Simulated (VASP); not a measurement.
A run of VASP 6.6.1 is set up as follows.

Contents of INCAR:

```
  PREC = Accurate
  ENCUT = 600
  EDIFF = 1E-6
  ISMEAR = -1
  SIGMA = 0.05
  LREAL = F
  LASPH = T
  NELM = 80
  ALGO = Normal
  ISIF = 3
  LWAVE = F
  LCHARG = F
  GGA = PS
  IBRION = 2
  NSW = 60
  EDIFFG = -0.005
  PSTRESS = 780.0
```

Contents of KPOINTS:

```
Automatic mesh
0
Gamma
  17 17 17
```

Contents of POSCAR:

```
V
1.0
    2.1928996521      0.0000000000      0.0000000000
    0.0000000000      2.1928996521      0.0000000000
    0.0000000000      0.0000000000      2.1928996521
V
1
Direct
    0.0000000000      0.0000000000      0.0000000000
```

Potentials or basis: VASP PAW PBE potentials, release 64 (V_sv).

The run is started by

```console
$ cat potpaw_PBE.64/V_sv/POTCAR > POTCAR
$ mpirun -np 1 vasp_std > vasp.out
```

Predict the space group after relaxing (to 0.05 Å).

Pm-3m (No. 221).

What does it give for the relaxed volume?

10.52 Å³/atom.

Final structure:
```yaml
crystal:
  lattice:
    - [2.19123, 0.00000, 0.00000]
    - [0.00000, 2.19123, 0.00000]
    - [0.00000, 0.00000, 2.19123]
  atoms:
    - { symbol: V, position: [0.00000, 0.00000, 0.00000] }
```

Caveat: the cell is relaxed towards a set pressure, so the enthalpy falls and the energy may rise; the PAW data sets were made with another functional, which shifts forces and pressure a little.
